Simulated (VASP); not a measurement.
# In3Sb2As (Pmm2) in VASP: a series of runs

The runs below take In3Sb2As through single point, relaxation of cell and atoms, with PBE.

Program: VASP 6.6.1. These are calculated values, not measurements. Logs are shortened: lines on timing, memory, paths and dates and some standing lists are left out, and cuts for length are marked.

## 1. The cell of the first run

Symmetry: Pmm2, No. 25, orthorhombic system. The conventional cell has a = 2.981 Å, b = 17.209 Å, c = 3.131 Å, α = 90.00°, β = 90.00°, γ = 90.00°. Within 3.9 Å of In (site symmetry m) lie 2 Sb at 2.97 to 3.71 Å and 2 As at 2.97 to 3.71 Å and 4 In at 2.98 to 3.13 Å. In (site symmetry mm2) has 4 Sb at 2.97 to 3.71 Å and 4 In at 2.98 to 3.13 Å within 3.9 Å. Within 3.9 Å of Sb (site symmetry m) lie 4 In at 2.97 to 3.71 Å and 4 Sb at 2.98 to 3.13 Å. As (site symmetry mm2) has 4 In at 2.97 to 3.71 Å and 4 As at 2.98 to 3.13 Å within 3.9 Å.

## 2. Single point, PBE

INCAR reads:

```
SYSTEM = In3Sb2As
PREC = Accurate
ENCUT = 520
EDIFF = 1E-6
ISMEAR = 0
SIGMA = 0.1
LREAL = .FALSE.
LASPH = .TRUE.
NELM = 60
ALGO = Normal
ISIF = 2
LWAVE = .FALSE.
LCHARG = .FALSE.
GGA = PE
NBANDS = 36
```

KPOINTS reads:

```
regular mesh
0
G
  6 1 6
  0 0 0
```

POSCAR reads:

```
In3Sb2As
1.0
    2.9805661500      0.0000000000      0.0000000000
    0.0000000000     17.2094771100      0.0000000000
    0.0000000000      0.0000000000      3.1306666800
In Sb As
3 2 1
Direct
    0.0000000000      0.1666666700      0.0000000000
    0.0000000000      0.5000000000      0.0000000000
    0.0000000000      0.8333333300      0.0000000000
    0.0000000000      0.3333333300      0.7500000000
    0.0000000000      0.6666666700      0.7500000000
    0.0000000000      0.0000000000      0.7500000000
```

Potentials or basis: VASP PAW PBE potentials, release 64 (In_d, Sb, As).

On the command line:

```console
> cat potpaw_PBE.64/In_d/POTCAR potpaw_PBE.64/Sb/POTCAR potpaw_PBE.64/As/POTCAR > POTCAR
> mpirun -np 1 vasp_std > vasp.out
```

OUTCAR:

```text
SYSTEM = In3Sb2As
   PREC = Accurate
   ENCUT = 520
   EDIFF = 1E-6
   ISMEAR = 0
   LREAL = .FALSE.
   LASPH = .TRUE.
   NELM = 60
   ISIF = 2
   GGA = PE

 ion  position               nearest neighbor table
   1  0.000  0.167  0.000-   4 2.97   6 2.97   4 3.71
   2  0.000  0.500  0.000-   4 2.97   5 2.97   4 3.71   5 3.71
   3  0.000  0.833  0.000-   5 2.97   6 2.97   5 3.71
   4  0.000  0.333  0.750-   1 2.97   2 2.97   1 3.71   2 3.71
   5  0.000  0.667  0.750-   3 2.97   2 2.97   3 3.71   2 3.71
   6  0.000  0.000  0.750-   1 2.97   3 2.97

  LATTYP: Found a simple orthorhombic cell.
 ALAT       =     2.9805661500
 B/A-ratio  =     1.0503597379
 C/A-ratio  =     5.7738953755

  Lattice vectors:

 A1 = (  -2.9805661500,   0.0000000000,   0.0000000000)
 A2 = (   0.0000000000,   0.0000000000,   3.1306666800)
 A3 = (   0.0000000000,  17.2094771100,   0.0000000000)

Analysis of symmetry for initial positions (statically):
=====================================================================
 Subroutine PRICEL returns:
 Original cell was already a primitive cell.

 Routine SETGRP: Setting up the symmetry group for a
 simple orthorhombic supercell.

 Subroutine GETGRP returns: Found  4 space group operations
 (whereof  4 operations were pure point group operations)
 out of a pool of  8 trial point group operations.

The static configuration has the point symmetry C_2v.

Analysis of symmetry for dynamics (positions and initial velocities):
=====================================================================
 Subroutine PRICEL returns:
 Original cell was already a primitive cell.

 Routine SETGRP: Setting up the symmetry group for a
 simple orthorhombic supercell.

 Subroutine GETGRP returns: Found  4 space group operations
 (whereof  4 operations were pure point group operations)
 out of a pool of  8 trial point group operations.

The dynamic configuration has the point symmetry C_2v.

 Subroutine INISYM returns: Found  4 space group operations
 (whereof  4 operations are pure point group operations),
 and found     1 'primitive' translations

----------------------------------------------------------------------------------------

                                     Primitive cell

  volume of cell :     160.5844

  direct lattice vectors                    reciprocal lattice vectors
     2.980566150  0.000000000  0.000000000     0.335506729  0.000000000  0.000000000
     0.000000000 17.209477110  0.000000000     0.000000000  0.058107518  0.000000000
     0.000000000  0.000000000  3.130666680     0.000000000  0.000000000  0.319420782

  length of vectors
     2.980566150 17.209477110  3.130666680     0.335506729  0.058107518  0.319420782

  position of ions in fractional coordinates (direct lattice)
     0.000000000  0.166666670  0.000000000
     0.000000000  0.500000000  0.000000000
     0.000000000  0.833333330  0.000000000
     0.000000000  0.333333330  0.750000000
     0.000000000  0.666666670  0.750000000
     0.000000000  0.000000000  0.750000000

  ion indices of the primitive-cell ions
   primitive index   ion index
                 1           1
                 2           2
                 3           3
                 4           4
                 5           5
                 6           6

----------------------------------------------------------------------------------------

 KPOINTS: regular mesh

Automatic generation of k-mesh.
 Grid dimensions read from file:
 generate k-points for:    6    1    6

 Generating k-lattice:

  Cartesian coordinates                     Fractional coordinates (reciprocal lattice)
     0.055917788  0.000000000  0.000000000     0.166666667  0.000000000  0.000000000
     0.000000000  0.058107518  0.000000000     0.000000000  1.000000000  0.000000000
     0.000000000  0.000000000  0.053236797     0.000000000  0.000000000  0.166666667

  Length of vectors
     0.055917788  0.058107518  0.053236797

  Shift w.r.t. Gamma in fractional coordinates (k-lattice)
     0.000000000  0.000000000  0.000000000

 Subroutine IBZKPT returns following result:
 ===========================================

 Found     16 irreducible k-points:

 Following reciprocal coordinates:
            Coordinates               Weight
  0.000000  0.000000  0.000000      1.000000
  0.166667  0.000000  0.000000      2.000000
  0.333333  0.000000  0.000000      2.000000
  0.500000  0.000000  0.000000      1.000000
  0.000000  0.000000  0.166667      2.000000
  0.166667  0.000000  0.166667      4.000000
[... 8 lines left out ...]
  0.333333  0.000000  0.500000      2.000000
  0.500000  0.000000  0.500000      1.000000
   k-points           NKPTS =     16   k-points in BZ     NKDIM =     16   number of bands    NBANDS=     36
   number of dos      NEDOS =    301   number of ions     NIONS =      6
   total plane-waves  NPLWV =  73728
   dimension x,y,z NGX =    24 NGY =  128 NGZ =   24
   dimension x,y,z NGXF=    48 NGYF=  256 NGZF=   48
   ions per type =               3   2   1
   NGX,Y,Z   is equivalent  to a cutoff of  13.39, 12.36, 12.74 a.u.
   NGXF,Y,Z  is equivalent  to a cutoff of  26.77, 24.73, 25.49 a.u.
 SYSTEM =  In3Sb2As
   PREC   = accura    normal or accurate (medium, high low for compatibility)
   ISTART =      0    job   : 0-new  1-cont  2-samecut
   ICHARG =      2    charge: 1-file 2-atom 10-const
   ISPIN  =      1    spin polarized calculation?
   LNONCOLLINEAR =      F non collinear calculations
   LSORBIT =      F    spin-orbit coupling
   LASPH  =      T    aspherical Exc in radial PAW
   ENCUT  =  520.0 eV  38.22 Ry    6.18 a.u.   5.54 32.00  5.82*2*pi/ulx,y,z
   NELM   =     60;   NELMIN=  2; NELMDL= -5     # of ELM steps
   EDIFF  = 0.1E-05   stopping-criterion for ELM
   LREAL  =      F    real-space projection
   EDIFFG = 0.1E-04   stopping-criterion for IOM
   NSW    =      0    number of steps for IOM
   IBRION =     -1    ionic relax: 0-MD 1-quasi-New 2-CG
   NFREE  =      0    steps in history (QN), initial steepest desc. (CG)
   ISIF   =      2    stress and relaxation
   ISYM   =      2    0-nonsym 1-usesym 2-fastsym
   POTIM  = 0.5000    time-step for ionic-motion
   TEBEG  =    0.0;   TEEND  =   0.0 temperature during run
   PSTRESS=    0.0 pullay stress
   NELECT =      54.0000    total number of electrons
   NUPDOWN=      -1.0000    fix difference up-down
   EMIN   =  10.00;   EMAX   =-10.00  energy-range for DOS
   EFERMI =   0.00;   METHOD = LEGACY
   ISMEAR =     0;   SIGMA  =   0.10  broadening in eV -4-tet -1-fermi 0-gaus
   EFERMI_NEDOS =   21; number of points for ismear=-14 and -15
   IALGO  =     38    algorithm
   IMIX   =      4    mixing-type and parameters
     AMIX     =   0.40;   BMIX     =  1.00
     AMIX_MAG =   1.60;   BMIX_MAG =  1.00
  volume/ion in A,a.u.               =      26.76       180.61
  Fermi-wavevector in a.u.,A,eV,Ry     =   1.138426  2.151314 17.633353  1.296015
  Thomas-Fermi vector in A             =   2.275131
   LORBIT       =      0    0 simple, 1 ext, 2 COOP (PROOUT), +10 PAW based schemes
   GGA     = PE    functional components
   LHFCALC =     F    Hartree Fock is set to
   AEXX    =    0.0000 exact exchange contribution
   IVDW    =     0    specifies the selected vdW correction
   LEPSILON=     F    determine dielectric tensor
   LRPA    =     F    only Hartree local field effects (RPA)
 non-spin polarized calculation
 Gauss-broadening in eV      SIGMA  =   0.10
  energy-cutoff  :      520.00
  volume of cell :      160.58
 maximum number of plane-waves:      4362
 NGX is ok and might be reduce to    24
   NGX = 11   NGY = 63   NGZ = 11

 number of electron      54.0000007 magnetization

 Free energy of the ion-electron system (eV)
  ---------------------------------------------------
  ext. energy  EPLUGINS =         0.00000000
  ---------------------------------------------------
  free energy    TOTEN  =       -20.07510714 eV

  energy without entropy =      -20.06752741  energy(sigma->0) =      -20.07131728

 E-fermi :   7.0499     XC(G=0):  -9.9379

 val. band max:        7.0387679110   @ k =   0.5000   0.0000   0.5000
 cond. band min:       7.1004428177   @ k =   0.0000   0.0000   0.1667
 fundamental gap:      0.0616749067
 Fermi energy:         7.0498590191

 k-point     1 :       0.0000    0.0000    0.0000
  band No.  band energies     occupation
      1      -8.0723      2.00000
      2      -8.0595      2.00000
      3      -8.0590      2.00000
      4      -7.8722      2.00000
      5      -7.8181      2.00000
      6      -7.8069      2.00000
[... 28 lines left out ...]
     35      13.6670      0.00000
     36      13.7435      0.00000

 k-point     2 :       0.1667    0.0000    0.0000
  band No.  band energies     occupation
      1      -7.9633      2.00000
      2      -7.9446      2.00000
      3      -7.9444      2.00000
      4      -7.8035      2.00000
      5      -7.7544      2.00000
      6      -7.7432      2.00000
[... 28 lines left out ...]
     35      13.1110      0.00000
     36      13.7165      0.00000

 k-point     3 :       0.3333    0.0000    0.0000
  band No.  band energies     occupation
      1      -7.8811      2.00000
      2      -7.8476      2.00000
      3      -7.8451      2.00000
      4      -7.6623      2.00000
      5      -7.6295      2.00000
      6      -7.6273      2.00000
[... 28 lines left out ...]
     35      11.9774      0.00000
     36      11.9986      0.00000
[... 430 lines left out ...]
 k-point    15 :       0.3333    0.0000    0.5000
  band No.  band energies     occupation
      1      -7.7701      2.00000
      2      -7.7546      2.00000
      3      -7.7544      2.00000
      4      -7.7222      2.00000
      5      -7.6769      2.00000
      6      -7.6733      2.00000
[... 28 lines left out ...]
     35      10.5541      0.00000
     36      10.7651      0.00000

 k-point    16 :       0.5000    0.0000    0.5000
  band No.  band energies     occupation
      1      -7.8528      2.00000
      2      -7.8370      2.00000
      3      -7.8368      2.00000
      4      -7.7079      2.00000
      5      -7.6985      2.00000
      6      -7.6658      2.00000
[... 28 lines left out ...]
     35       9.6730      0.00000
     36       9.9373      0.00000

------------------------ aborting loop because EDIFF is reached ----------------------------------------

  FORCE on cell =-STRESS in cart. coord.  units (eV):
  Direction    XX          YY          ZZ          XY          YZ          ZX
  --------------------------------------------------------------------------------------
  -------------------------------------------------------------------------------------
  Total        0.9109440      5.7393231     -0.6983020      0.0000000      0.0000000      0.0000000
  in kB        9.0886419     57.2621938     -6.9670772      0.0000000      0.0000000      0.0000000
  external PRESSURE =      19.7945862 kB  Pullay stress =       0.0000000 kB

 VOLUME and BASIS-vectors are now :
 -----------------------------------------------------------------------------
  energy-cutoff  :      520.00
  volume of cell :      160.58
      direct lattice vectors                 reciprocal lattice vectors
     2.980566150  0.000000000  0.000000000     0.335506729  0.000000000  0.000000000
     0.000000000 17.209477110  0.000000000     0.000000000  0.058107518  0.000000000
     0.000000000  0.000000000  3.130666680     0.000000000  0.000000000  0.319420782

 POSITION                                       TOTAL-FORCE (eV/Angst)
 -----------------------------------------------------------------------------------
      0.00000      2.86825      0.00000         0.000000     -0.654794      0.076439
      0.00000      8.60474      0.00000        -0.000000      0.000000      0.151333
      0.00000     14.34123      0.00000         0.000000      0.654794      0.076439
      0.00000      5.73649      2.34800        -0.000000      0.031460     -0.158653
      0.00000     11.47298      2.34800        -0.000000     -0.031460     -0.158653
      0.00000      0.00000      2.34800        -0.000000      0.000000      0.013095
 -----------------------------------------------------------------------------------
    total drift:                                0.000000      0.000000      0.001392

  FREE ENERGIE OF THE ION-ELECTRON SYSTEM (eV)
  ---------------------------------------------------
  free  energy   TOTEN  =       -20.0751071415 eV

  energy  without entropy=      -20.0675274093  energy(sigma->0) =      -20.07131728
```

Wall time 46 s (1 thread of Intel Xeon Platinum 8488C (Sapphire Rapids), shared host); peak memory 0.3 GiB.

Results:

| Item | Value |
| --- | --- |
| Free energy | -20.0751 eV |
| Pressure | 2.0 GPa |
| Largest force | 0.659 eV/Å |
| Band gap on the k mesh | zero (bands 27 and 28 overlap by 4.40 eV) |

Forces in eV/Å, atoms in the order of the input:
```
In   0.000 -0.655  0.076
In   0.000  0.000  0.151
In   0.000  0.655  0.076
Sb   0.000  0.031 -0.159
Sb   0.000 -0.031 -0.159
As   0.000  0.000  0.013
```

Caveat: the k points lie up to 0.37 Å⁻¹ apart, too coarse for converged energies and pressures of a metal; spin-orbit coupling is left out, which moves the levels of the heavy elements.

[end of part 1 of 2]
